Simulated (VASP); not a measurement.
SiC:

```
Si C
1.0
     2.17900    2.17900    0.00000
    -2.17900    2.17900    0.00000
     0.00000    2.17900    2.17900
Si C
1 1
Cartesian
  0.0000 0.0000 0.0000
  1.0895 3.2685 1.0895
```

| Item | Value |
| --- | --- |
| Program | VASP 6.6.1 |
| Task | relaxation of cell and atoms |
| Functional | LDA |
| Potentials or basis | VASP PAW LDA potentials, release 64 (Si, C) |
| Cutoff | 600 eV |
| k mesh | 14 × 14 × 14 |
| Occupations | fermi-dirac, width 0.08 eV |
| Spin | no spin polarisation |

At the start: pressure -4.2 GPa; volume 10.35 Å³/atom.

Q: How do energy, volume and symmetry change on relaxing?

A: Over 3 steps the energy falls by 2.6 meV/atom and the volume is 10.15 Å³/atom (-1.9 %); space group F-43m (No. 216, to 0.05 Å).

The path:
```tsv
step	energy change (eV)	largest force (eV/Å)	pressure (GPa)	volume (Å³)
1	0.0000	0.0000	-4.18	20.69
2	0.0009	0.0000	4.83	19.89
3	-0.0052	0.0000	-0.02	20.30
```

Final structure:
```
CELL_PARAMETERS angstrom
2.16527 2.16527 0.00000
-2.16527 2.16527 0.00000
0.00000 2.16527 2.16527
ATOMIC_POSITIONS crystal
Si 0.00000 0.00000 0.00000
C 0.75000 0.25000 0.50000
```
